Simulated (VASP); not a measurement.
# Al2O3 (P-6m2) in VASP: notebook

The runs below take Al2O3 through single point, with r2SCAN.

Program: VASP 6.6.1. These are calculated values, not measurements. Logs are shortened: lines on timing, memory, paths and dates and some standing lists are left out, and cuts for length are marked.

## Step 1: The cell of the first run

Symmetry: P-6m2, No. 187, hexagonal system. Conventional cell: a = 3.015 Å, b = 3.015 Å, c = 6.875 Å, α = 90.00°, β = 90.00°, γ = 120.00°. Within 2.5 Å of Al (site symmetry 3m) lie 6 O at 1.84 to 2.14 Å and 1 Al at 2.49 Å. Within 2.4 Å of O (site symmetry 3m) lie 3 Al at 1.84 Å. Within 2.8 Å of O (site symmetry -6m2) lie 6 Al at 2.14 Å and 6 O at 2.53 Å.

## Step 2: Single point, r2SCAN

Input file POSCAR:

```
Al2O3
1.0
    3.0146354045      0.0000000000      0.0000000000
   -1.5073177023      2.6107508435      0.0000000000
    0.0000000000      0.0000000000      6.8746049700
Al O
2 3
Direct
    0.0000000000      0.0000000000      0.1809441335
    0.0000000000      0.0000000000      0.8190558665
    0.3333333333      0.6666666667      0.2680062644
    0.6666666667      0.3333333333      0.0000000000
    0.3333333333      0.6666666667      0.7319937356
```

Input file INCAR.step1:

```
PREC = Accurate
ENCUT = 520
ISMEAR = 0
SIGMA = 0.05
LREAL = False
LASPH = True
NELM = 60
NBANDS = 20
GGA = PE
ALGO = Normal
EDIFF = 1E-4
LWAVE = True
LCHARG = False
```

Input file INCAR.step2:

```
PREC = Accurate
ENCUT = 520
EDIFF = 1E-6
ISMEAR = 0
SIGMA = 0.05
LREAL = False
LASPH = True
NELM = 60
ALGO = Normal
ISIF = 2
LWAVE = False
LCHARG = False
METAGGA = R2SCAN
LMIXTAU = True
NBANDS = 20
ISTART = 1
```

Input file KPOINTS:

```
Automatic mesh
0
Gamma
  12 12 4
```

Potentials or basis: VASP PAW PBE potentials, release 64 (Al, O).

Launch:

```
> cat potpaw_PBE.64/Al/POTCAR potpaw_PBE.64/O/POTCAR > POTCAR
> cp INCAR.step1 INCAR
> mpirun -np 1 vasp_std > vasp.out
> cp INCAR.step2 INCAR
> mpirun -np 1 vasp_std > vasp.out
```

OUTCAR:

```text
PREC = Accurate
   ENCUT = 520
   EDIFF = 1E-6
   ISMEAR = 0
   LREAL = False
   LASPH = True
   NELM = 60
   ISIF = 2
   METAGGA = R2SCAN
   ISTART = 1

 ion  position               nearest neighbor table
   1  0.000  0.000  0.181-   3 1.84   3 1.84   3 1.84   4 2.14   4 2.14   4 2.14   2 2.49
   2  0.000  0.000  0.819-   5 1.84   5 1.84   5 1.84   4 2.14   4 2.14   4 2.14   1 2.49
   3  0.333  0.667  0.268-   1 1.84   1 1.84   1 1.84
   4  0.667  0.333  0.000-   1 2.14   2 2.14   1 2.14   2 2.14   1 2.14   2 2.14
   5  0.333  0.667  0.732-   2 1.84   2 1.84   2 1.84

  LATTYP: Found a hexagonal cell.
 ALAT       =     3.0146354045
 C/A-ratio  =     2.2804100820

  Lattice vectors:

 A1 = (   3.0146354045,   0.0000000000,   0.0000000000)
 A2 = (  -1.5073177023,   2.6107508435,   0.0000000000)
 A3 = (   0.0000000000,   0.0000000000,   6.8746049700)

Analysis of symmetry for initial positions (statically):
=====================================================================
 Subroutine PRICEL returns:
 Original cell was already a primitive cell.

 Routine SETGRP: Setting up the symmetry group for a
 hexagonal supercell.

 Subroutine GETGRP returns: Found 12 space group operations
 (whereof 12 operations were pure point group operations)
 out of a pool of 24 trial point group operations.

The static configuration has the point symmetry D_3h.

Analysis of symmetry for dynamics (positions and initial velocities):
=====================================================================
 Subroutine PRICEL returns:
 Original cell was already a primitive cell.

 Routine SETGRP: Setting up the symmetry group for a
 hexagonal supercell.

 Subroutine GETGRP returns: Found 12 space group operations
 (whereof 12 operations were pure point group operations)
 out of a pool of 24 trial point group operations.

The dynamic configuration has the point symmetry D_3h.

 Subroutine INISYM returns: Found 12 space group operations
 (whereof 12 operations are pure point group operations),
 and found     1 'primitive' translations

----------------------------------------------------------------------------------------

                                     Primitive cell

  volume of cell :      54.1063

  direct lattice vectors                    reciprocal lattice vectors
     3.014635404  0.000000000  0.000000000     0.331715072  0.191515786  0.000000000
    -1.507317702  2.610750843  0.000000000     0.000000000  0.383031572  0.000000000
     0.000000000  0.000000000  6.874604970     0.000000000  0.000000000  0.145462904

  length of vectors
     3.014635404  3.014635405  6.874604970     0.383031572  0.383031572  0.145462904

  position of ions in fractional coordinates (direct lattice)
     0.000000000  0.000000000  0.180944133
     0.000000000  0.000000000  0.819055867
     0.333333333  0.666666667  0.268006264
     0.666666667  0.333333333  0.000000000
     0.333333333  0.666666667  0.731993736

  ion indices of the primitive-cell ions
   primitive index   ion index
                 1           1
                 2           2
                 3           3
                 4           4
                 5           5

----------------------------------------------------------------------------------------

 KPOINTS: Automatic mesh

Automatic generation of k-mesh.
 Grid dimensions read from file:
 generate k-points for:   12   12    4

 Generating k-lattice:

  Cartesian coordinates                     Fractional coordinates (reciprocal lattice)
     0.027642923  0.015959649  0.000000000     0.083333333  0.000000000  0.000000000
     0.000000000  0.031919298  0.000000000     0.000000000  0.083333333  0.000000000
     0.000000000  0.000000000  0.036365726     0.000000000  0.000000000  0.250000000

  Length of vectors
     0.031919298  0.031919298  0.036365726

  Shift w.r.t. Gamma in fractional coordinates (k-lattice)
     0.000000000  0.000000000  0.000000000

 Subroutine IBZKPT returns following result:
 ===========================================

 Found     57 irreducible k-points:

[... 41 lines left out ...]

 number of electron      24.0000020 magnetization

 Free energy of the ion-electron system (eV)
  ---------------------------------------------------
  ext. energy  EPLUGINS =         0.00000000
  ---------------------------------------------------
  free energy    TOTEN  =       -45.93294346 eV

  energy without entropy =      -45.93294346  energy(sigma->0) =      -45.93294346

 E-fermi :   3.7383     XC(G=0): -10.6270

 val. band max:        3.5203875527   @ k =   0.3333   0.3333   0.5000
 cond. band min:       7.1349151684   @ k =   0.0000   0.0000   0.0000
 fundamental gap:      3.6145276157
 Fermi energy:         3.7383014353

 k-point     1 :       0.0000    0.0000    0.0000
  band No.  band energies     occupation
      1     -17.0275      2.00000
      2     -15.1076      2.00000
      3     -14.0920      2.00000
      4      -1.3949      2.00000
      5       0.6409      2.00000
      6       0.6409      2.00000
[... 12 lines left out ...]
     19      18.0522      0.00000
     20      18.0522      0.00000

 k-point     2 :       0.0833    0.0000    0.0000
  band No.  band energies     occupation
      1     -16.9515      2.00000
      2     -15.0570      2.00000
      3     -14.0831      2.00000
      4      -1.4068      2.00000
      5       0.0124      2.00000
      6       0.5353      2.00000
[... 12 lines left out ...]
     19      17.6466      0.00000
     20      18.2322      0.00000

 k-point     3 :       0.1667    0.0000    0.0000
  band No.  band energies     occupation
      1     -16.7328      2.00000
      2     -14.9154      2.00000
      3     -14.0653      2.00000
      4      -1.4996      2.00000
      5      -0.9370      2.00000
      6       0.2799      2.00000
[... 12 lines left out ...]
     19      17.7067      0.00000
     20      18.5683      0.00000

 k-point     4 :       0.2500    0.0000    0.0000
  band No.  band energies     occupation
      1     -16.4001      2.00000
      2     -14.7131      2.00000
      3     -14.0636      2.00000
      4      -1.9475      2.00000
      5      -1.7860      2.00000
      6      -0.0187      2.00000
[... 429 lines left out ...]
 k-point    23 :       0.2500    0.0000    0.2500
  band No.  band energies     occupation
      1     -16.3949      2.00000
      2     -14.7424      2.00000
      3     -14.0379      2.00000
      4      -1.9194      2.00000
      5      -1.8061      2.00000
      6      -0.0140      2.00000
[... 12 lines left out ...]
     19      17.7692      0.00000
     20      18.6273      0.00000

 k-point    24 :       0.3333    0.0000    0.2500
  band No.  band energies     occupation
      1     -16.0035      2.00000
      2     -14.5267      2.00000
      3     -14.0829      2.00000
      4      -2.8108      2.00000
      5      -2.2403      2.00000
      6      -0.4510      2.00000
[... 12 lines left out ...]
     19      17.3435      0.00000
     20      18.9937      0.00000

 [... further k-points ...]
[... 5 lines left out ...]
  --------------------------------------------------------------------------------------
  -------------------------------------------------------------------------------------
  Total       -8.3225038     -8.3225038      7.8785823      0.0000000      0.0000000      0.0000000
  in kB     -246.4430737   -246.4430737    233.2978247      0.0000000      0.0000000      0.0000000
  external PRESSURE =     -86.5294409 kB  Pullay stress =       0.0000000 kB

 VOLUME and BASIS-vectors are now :
 -----------------------------------------------------------------------------
  energy-cutoff  :      520.00
  volume of cell :       54.11
      direct lattice vectors                 reciprocal lattice vectors
     3.014635404  0.000000000  0.000000000     0.331715072  0.191515786  0.000000000
    -1.507317702  2.610750843  0.000000000     0.000000000  0.383031572  0.000000000
     0.000000000  0.000000000  6.874604970     0.000000000  0.000000000  0.145462904

 POSITION                                       TOTAL-FORCE (eV/Angst)
 -----------------------------------------------------------------------------------
      0.00000      0.00000      1.24392        -0.000000      0.000000      2.647223
      0.00000      0.00000      5.63069        -0.000000      0.000000     -2.647223
     -0.00000      1.74050      1.84244         0.000000      0.000000      0.208507
      1.50732      0.87025      0.00000         0.000000      0.000000      0.000000
     -0.00000      1.74050      5.03217         0.000000      0.000000     -0.208507
 -----------------------------------------------------------------------------------
    total drift:                                0.000006     -0.000003      0.000000

  FREE ENERGIE OF THE ION-ELECTRON SYSTEM (eV)
  ---------------------------------------------------
  free  energy   TOTEN  =       -45.9329434594 eV

  energy  without entropy=      -45.9329434594  energy(sigma->0) =      -45.93294346
```

Run time: 1.8 min. Hardware: 1 thread of Intel Xeon 6975P-C (Granite Rapids), shared host; peak memory 0.21 GiB.

Results:

```
Free energy            : -45.9329 eV
Pressure               : -8.7 GPa
Largest force          : 2.647 eV/Å
Band gap on the k mesh : 3.61 eV (least direct gap 3.76 eV)
```

Forces in eV/Å, atoms in the order of the input:
```
Al   0.000  0.000  2.647
Al   0.000  0.000 -2.647
O    0.000  0.000  0.209
O    0.000  0.000  0.000
O    0.000  0.000 -0.209
```

Caveat: the cell stands under tension; the PAW data sets were made with another functional, which shifts forces and pressure a little.

## Step 3: Single point, r2SCAN

This run uses another cell than the first one, of the same volume but with other edges.

Edit POSCAR of step 2 so:

```diff
@@ -2,5 +2,5 @@
 1.0
-    3.0146354045      0.0000000000      0.0000000000
-   -1.5073177023      2.6107508435      0.0000000000
-    0.0000000000      0.0000000000      6.8746049700
+    2.6872868184      0.0000000000      0.0000000000
+   -1.3436434092      2.3272586520      0.0000000000
+    0.0000000000      0.0000000000      8.6514578172
 Al O
```

Input file INCAR.step1:

```
PREC     = Accurate       # precision mode
ENCUT    = 520            # plane-wave cutoff, eV
ISMEAR   = 0              # smearing method
SIGMA    = 0.05           # smearing width, eV
LREAL    = False          # projectors in reciprocal space
LASPH    = True           # aspherical terms in the spheres
NELM     = 80             # most SCF steps
NBANDS   = 20             # bands
GGA      = PE             # functional
ALGO     = Normal         # electronic algorithm
EDIFF    = 1E-4           # SCF threshold, eV
LWAVE    = True           # write WAVECAR
LCHARG   = False          # write CHGCAR
```

Input file INCAR.step2:

```
PREC     = Accurate       # precision mode
ENCUT    = 520            # plane-wave cutoff, eV
EDIFF    = 1E-6           # SCF threshold, eV
ISMEAR   = 0              # smearing method
SIGMA    = 0.05           # smearing width, eV
LREAL    = False          # projectors in reciprocal space
LASPH    = True           # aspherical terms in the spheres
NELM     = 80             # most SCF steps
ALGO     = Normal         # electronic algorithm
ISIF     = 2              # what is computed and relaxed
LWAVE    = False          # write WAVECAR
LCHARG   = False          # write CHGCAR
METAGGA  = R2SCAN         # meta-GGA
LMIXTAU  = True         
NBANDS   = 20             # bands
ISTART   = 1
```

Input file KPOINTS:

```
regular mesh
0
Gamma
  12 12 4
```

Potentials or basis: VASP PAW PBE potentials, release 64 (Al, O).

Launch:

```
> cat potpaw_PBE.64/Al/POTCAR potpaw_PBE.64/O/POTCAR > POTCAR
> cp INCAR.step1 INCAR
> mpirun -np 1 vasp_std > vasp.out
> cp INCAR.step2 INCAR
> mpirun -np 1 vasp_std > vasp.out
```

It took 1.7 min on 1 thread of Intel Xeon 6975P-C (Granite Rapids), shared host; peak memory 0.19 GiB.

It converged, with:

```
Free energy            : -45.5106 eV
Pressure               : 14.0 GPa
Largest force          : 2.655 eV/Å
Band gap on the k mesh : 5.32 eV
```

Forces on the atoms (eV/Å):
```
Al   0.000  0.000 -2.655
Al   0.000  0.000  2.655
O    0.000  0.000 -0.315
O    0.000  0.000  0.000
O    0.000  0.000  0.315
```

Stress tensor (GPa, compression positive):
```
 35.72   0.00   0.00
  0.00  35.72   0.00
  0.00   0.00 -29.40
```

Levels at points of the mesh, in eV from the valence-band top:
```
           k point  band 10  band 11  band 12  band 13  band 14  band 15
(0.00, 0.00, 0.00)    -1.81     0.00     0.00     5.32     8.97     8.99
(0.50, 0.00, 0.00)    -2.22    -2.16    -1.00     7.74     8.43    10.42
(0.00, 0.00, 0.50)    -1.99     0.00     0.00     5.72     7.70    10.10
(0.50, 0.00, 0.50)    -2.27    -2.09    -1.00     7.85     8.34    10.19
```

Caveat: the cell stands under pressure; the PAW data sets were made with another functional, which shifts forces and pressure a little. A k mesh can miss the band edges.

## Step 4: Single point, r2SCAN

This run uses another cell than the first one, of the same volume but with other edges.

Edit POSCAR of step 3 so:

```diff
@@ -2,5 +2,5 @@
 1.0
-    2.6872868184      0.0000000000      0.0000000000
-   -1.3436434092      2.3272586520      0.0000000000
-    0.0000000000      0.0000000000      8.6514578172
+    2.9361517307      0.0000000000      0.0000000000
+   -1.4680758654      2.5427819882      0.0000000000
+    0.0000000000      0.0000000000      7.2470348334
 Al O
```

Input file INCAR.step1:

```
SYSTEM = Al2O3
PREC = Accurate
ENCUT = 520
ISMEAR = 0
SIGMA = 0.05
LREAL = .FALSE.
LASPH = .TRUE.
NELM = 80
NBANDS = 20
GGA = PE
ALGO = Normal
EDIFF = 1E-4
LWAVE = .TRUE.
LCHARG = .FALSE.
```

Input file INCAR.step2:

```
SYSTEM = Al2O3
PREC = Accurate
ENCUT = 520
EDIFF = 1E-6
ISMEAR = 0
SIGMA = 0.05
LREAL = .FALSE.
LASPH = .TRUE.
NELM = 80
ALGO = Normal
ISIF = 2
LWAVE = .FALSE.
LCHARG = .FALSE.
METAGGA = R2SCAN
LMIXTAU = .TRUE.
NBANDS = 20
ISTART = 1
```

Input file KPOINTS:

```
regular mesh
0
G
  12 12 4
  0 0 0
```

Launch:

```
> cat potpaw_PBE.64/Al/POTCAR potpaw_PBE.64/O/POTCAR > POTCAR
> cp INCAR.step1 INCAR
> mpirun -np 1 vasp_std > vasp.out
> cp INCAR.step2 INCAR
> mpirun -np 1 vasp_std > vasp.out
```

Wall time 99 s (1 thread of Intel Xeon 6975P-C (Granite Rapids), shared host); peak memory 0.2 GiB.

The run converged. Its results:

```yaml
Free_energy: -46.5899 eV
Pressure: -5.0 GPa
Largest_force: 1.339 eV/Å
Band_gap_on_the_k_mesh: 4.64 eV (least direct gap 4.79 eV)
```

Forces in eV/Å, atoms in the order of the input:
```
Al   0.000  0.000  1.339
Al   0.000  0.000 -1.339
O    0.000  0.000  0.100
O    0.000  0.000  0.000
O    0.000  0.000 -0.100
```

Stress tensor (GPa, compression positive):
```
-13.49   0.00   0.00
  0.00 -13.49   0.00
  0.00   0.00  11.94
```

Levels at points of the mesh, in eV from the valence-band top:
```csv
k point,band 8,band 9,band 10,band 11,band 12,band 13,band 14,band 15,band 16,band 17
"(0.00, 0.00, 0.00)",-1.66,-1.66,-1.24,-1.24,-0.15,4.64,7.62,8.88,11.84,14.67
"(0.50, 0.00, 0.00)",-2.40,-2.33,-1.52,-0.92,-0.86,7.62,9.52,10.09,11.80,12.75
"(0.00, 0.00, 0.50)",-1.68,-1.68,-1.23,-1.23,-0.72,5.06,7.41,8.50,12.53,14.69
"(0.50, 0.00, 0.50)",-2.51,-2.36,-1.50,-1.15,-0.59,7.68,9.65,10.21,10.86,13.30
```

Caveat: the cell stands under tension; the PAW data sets were made with another functional, which shifts forces and pressure a little.

## Step 5: Single point, r2SCAN

This run uses another cell than the first one, of the same volume but with other edges.

Edit POSCAR of step 4 so:

```diff
@@ -2,5 +2,5 @@
 1.0
-    2.9361517307      0.0000000000      0.0000000000
-   -1.4680758654      2.5427819882      0.0000000000
-    0.0000000000      0.0000000000      7.2470348334
+    2.7663696342      0.0000000000      0.0000000000
+   -1.3831848171      2.3957463795      0.0000000000
+    0.0000000000      0.0000000000      8.1638857939
 Al O
```

Input file INCAR.step1:

```
SYSTEM = Al2O3
  ALGO = Normal
  EDIFF = 1E-4
  ENCUT = 520
  GGA = PE
  ISMEAR = 0
  LASPH = .True.
  LCHARG = .False.
  LREAL = .False.
  LWAVE = .True.
  NBANDS = 20
  NELM = 80
  PREC = Accurate
  SIGMA = 0.05
```

Input file INCAR.step2:

```
SYSTEM = Al2O3
  ALGO = Normal
  EDIFF = 1E-6
  ENCUT = 520
  ISIF = 2
  ISMEAR = 0
  ISTART = 1
  LASPH = .True.
  LCHARG = .False.
  LMIXTAU = .True.
  LREAL = .False.
  LWAVE = .False.
  METAGGA = R2SCAN
  NBANDS = 20
  NELM = 80
  PREC = Accurate
  SIGMA = 0.05
```

Input file KPOINTS:

```
k-points
0
Gamma
  12 12 4
  0 0 0
```

Launch:

```
> cat potpaw_PBE.64/Al/POTCAR potpaw_PBE.64/O/POTCAR > POTCAR
> cp INCAR.step1 INCAR
> mpirun -np 1 vasp_std > vasp.out
> cp INCAR.step2 INCAR
> mpirun -np 1 vasp_std > vasp.out
```

It took 1.7 min on 1 thread of Intel Xeon 6975P-C (Granite Rapids), shared host; peak memory 0.21 GiB.

It converged, with:

| Quantity | Value |
| --- | --- |
| Free energy | -46.4706 eV |
| Pressure | 6.7 GPa |
| Largest force | 1.428 eV/Å |
| Band gap on the k mesh | 6.17 eV |

Forces in eV/Å, atoms in the order of the input:
```
Al   0.000  0.000 -1.428
Al   0.000  0.000  1.428
O    0.000  0.000 -0.195
O    0.000  0.000  0.000
O    0.000  0.000  0.195
```

Stress tensor (GPa, compression positive):
```
 17.70   0.00   0.00
  0.00  17.70   0.00
  0.00   0.00 -15.45
```

Levels at points of the mesh, in eV from the valence-band top:
| k point | band 8 | band 9 | band 10 | band 11 | band 12 | band 13 | band 14 | band 15 | band 16 | band 17 |
| --- | --- | --- | --- | --- | --- | --- | --- | --- | --- | --- |
| (0.00, 0.00, 0.00) | -1.34 | -1.34 | -0.54 | 0.00 | 0.00 | 6.17 | 9.31 | 9.76 | 11.61 | 14.54 |
| (0.50, 0.00, 0.00) | -2.37 | -2.13 | -1.14 | -1.03 | -0.81 | 9.10 | 9.84 | 10.46 | 11.86 | 13.26 |
| (0.00, 0.00, 0.50) | -1.34 | -1.34 | -0.82 | 0.00 | 0.00 | 6.61 | 8.42 | 10.06 | 12.02 | 14.66 |
| (0.50, 0.00, 0.50) | -2.37 | -2.14 | -1.24 | -0.91 | -0.81 | 9.28 | 9.68 | 10.53 | 11.40 | 13.83 |

Caveat: the cell stands under pressure; the PAW data sets were made with another functional, which shifts forces and pressure a little. A k mesh can miss the band edges.

## Step 6: Overview

```tsv
cell	gap on the mesh (eV)	pressure (GPa)	largest force (eV/Å)
a = 3.015, b = 3.015, c = 6.875 Å, angles 90.0, 90.0, 120.0°, 5 atoms	3.61	-8.7	2.65
a = 2.687, b = 2.687, c = 8.651 Å, angles 90.0, 90.0, 120.0°, 5 atoms	5.32	14.0	2.66
a = 2.936, b = 2.936, c = 7.247 Å, angles 90.0, 90.0, 120.0°, 5 atoms	4.64	-5.0	1.34
a = 2.766, b = 2.766, c = 8.164 Å, angles 90.0, 90.0, 120.0°, 5 atoms	6.17	6.7	1.43
```

Alike in all rows: task single point; level r2SCAN; potentials or basis VASP PAW PBE potentials, release 64 (Al, O); no spin polarisation; k mesh 12 × 12 × 4; cutoff (eV) 520; smearing gaussian 0.05 eV.

Caveats: the PAW data sets were made with another functional, which shifts forces and pressure a little; the cell stands under tension (at least some runs); the cell stands under pressure (at least some runs).

Absolute energies hang on the potentials; compare differences alone.
